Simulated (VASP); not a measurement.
A run of VASP 6.6.1 is set up as follows.

INCAR

```
SYSTEM = NbN
PREC     = Accurate       ! precision mode
ENCUT    = 600            ! plane-wave cutoff, eV
EDIFF    = 1E-6           ! SCF threshold, eV
ISMEAR   = -1             ! smearing method
SIGMA    = 0.08           ! smearing width, eV
LREAL    = .False.        ! projectors in reciprocal space
LASPH    = .True.         ! aspherical terms in the spheres
NELM     = 120            ! most SCF steps
ALGO     = Normal         ! electronic algorithm
ISIF     = 2              ! what is computed and relaxed
LWAVE    = .False.        ! write WAVECAR
LCHARG   = .True.         ! write CHGCAR
GGA      = CA             ! functional
LELF     = .True.         ! ELF
LVHAR    = .True.       
NBANDS   = 16             ! bands
GGA_COMPAT= .False.
```

KPOINTS

```
Automatic mesh
0
Gamma
  13 13 13
  0 0 0
```

File POSCAR:

```
NbN
1.0
    0.0000000000      2.1945000000      2.2383900000
    2.1945000000      0.0000000000      2.2383900000
    2.1945000000      2.1945000000      0.0000000000
Nb N
1 1
Direct
    0.5000000000      0.5000000000      0.5000000000
    0.0000000000      0.0000000000      0.0000000000
```

Potentials or basis: VASP PAW LDA potentials, release 64 (Nb_sv, N).

Command:

```sh
$ cat potpaw_LDA.64/Nb_sv/POTCAR potpaw_LDA.64/N/POTCAR > POTCAR
$ mpirun -np 1 vasp_std > vasp.out
```

Question: Predict the band gap on the k mesh.

Answer: Zero (bands 9 and 10 overlap by 3.23 eV).

Question: Predict the pressure.

Answer: -13.4 GPa.

Stress tensor (GPa, compression positive):
```
 -9.91   0.00   0.00
  0.00  -9.91   0.00
  0.00   0.00 -20.26
```

Caveat: the cell differs from its parent crystal (zz strain of +2 %); the cell stands under tension.
